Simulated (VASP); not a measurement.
Set up this calculation in VASP 6.6.1, as the native input.

```yaml
Task: single point
Functional: PBE
Potentials_or_basis: VASP PAW PBE potentials, release 64 (Al, Cu)
Cutoff: 520 eV
k_mesh: 10 × 10 × 10
Occupations: gaussian, width 0.15 eV
Spin: no spin polarisation
Dipole_correction: no
Further_INCAR_settings: ALGO = Fast; EDIFF = 1e-06; NBANDS = 26
```

The structure of Al2Cu lies in POSCAR:

```
Al2Cu
1.0
   -2.9353500000      2.9353500000      2.4657000000
    2.9353500000     -2.9353500000      2.4657000000
    2.9353500000      2.9353500000     -2.4657000000
Al Cu
4 2
Direct
    0.1587211657      0.6587211657      0.8174423314
    0.6587211657      0.8412788343      0.5000000000
    0.8412788343      0.3412788343      0.1825576686
    0.3412788343      0.1587211657      0.5000000000
    0.7500000000      0.7500000000      0.0000000000
    0.2500000000      0.2500000000      0.0000000000
```

One way to write it, as run:

INCAR

```
SYSTEM = Al2Cu
PREC = Accurate
ENCUT = 520
EDIFF = 1E-6
ISMEAR = 0
SIGMA = 0.15
LREAL = .False.
LASPH = .True.
NELM = 100
ALGO = Fast
ISIF = 2
LWAVE = .False.
LCHARG = .False.
GGA = PE
NBANDS = 26
```

KPOINTS

```
Automatic mesh
0
Gamma
  10 10 10
  0 0 0
```

Potentials or basis: VASP PAW PBE potentials, release 64 (Al, Cu).

Launch:

```console
$ cat potpaw_PBE.64/Al/POTCAR potpaw_PBE.64/Cu/POTCAR > POTCAR
$ mpirun -np 1 vasp_std > vasp.out
```

It gave:

| Property | Result |
| --- | --- |
| Pressure | 6.5 GPa |
| Largest force | 0.090 eV/Å |
| Band gap on the k mesh | zero (band 17 reaches 10.98 eV, above the bottom of band 18 at 6.91 eV) |

Wall time 2.8 min on 1 thread of Intel(R) Xeon(R) Platinum 8559C (Emerald Rapids), on a shared host, peak memory 0.32 GiB.
